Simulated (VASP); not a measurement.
Crystal: CsSnI3.

```
Cs I Sn
1.0
     6.20570    0.00000    0.00000
     0.00000    6.20570    0.00000
     0.00000    0.00000    6.20570
Cs I Sn
1 3 1
Direct
  0.00000 0.00000 0.00000
  0.50000 0.50000 0.00000
  0.50000 0.00000 0.50000
  0.00000 0.50000 0.50000
  0.50000 0.50000 0.50000
```

| Item | Value |
| --- | --- |
| Program | VASP 6.6.1 |
| Task | relaxation of cell and atoms |
| Functional | PBEsol |
| Potentials or basis | VASP PAW PBE potentials, release 64 (Cs_sv, I, Sn_d) |
| Cutoff | 600 eV |
| k mesh | 5 × 5 × 5 |
| Occupations | fermi-dirac, width 0.05 eV |
| Spin | no spin polarisation |

At the start: pressure -0.7 GPa; volume 47.80 Å³/atom.

**Question.** How do energy, volume and symmetry change on relaxing?

**Answer.** Over 3 steps the energy falls by 4.3 meV/atom and the volume is 45.87 Å³/atom (-4.0 %); space group Pm-3m (No. 221, to 0.1 Å) before and after.

The path:
| step | energy change (eV) | largest force (eV/Å) | pressure (GPa) | volume (Å³) |
| --- | --- | --- | --- | --- |
| 1 | 0.0000 | 0.0000 | -0.68 | 238.99 |
| 2 | -0.0197 | 0.0000 | -0.21 | 232.01 |
| 3 | -0.0215 | 0.0000 | 0.00 | 229.37 |

Final structure:
```
Cs I Sn
1.0
     6.12135    0.00000    0.00000
     0.00000    6.12135    0.00000
     0.00000    0.00000    6.12135
Cs I Sn
1 3 1
Cartesian
  0.0000 0.0000 0.0000
  3.0607 3.0607 0.0000
  3.0607 0.0000 3.0607
  0.0000 3.0607 3.0607
  3.0607 3.0607 3.0607
```

Caveat: the PAW data sets were made with another functional, which shifts forces and pressure a little.
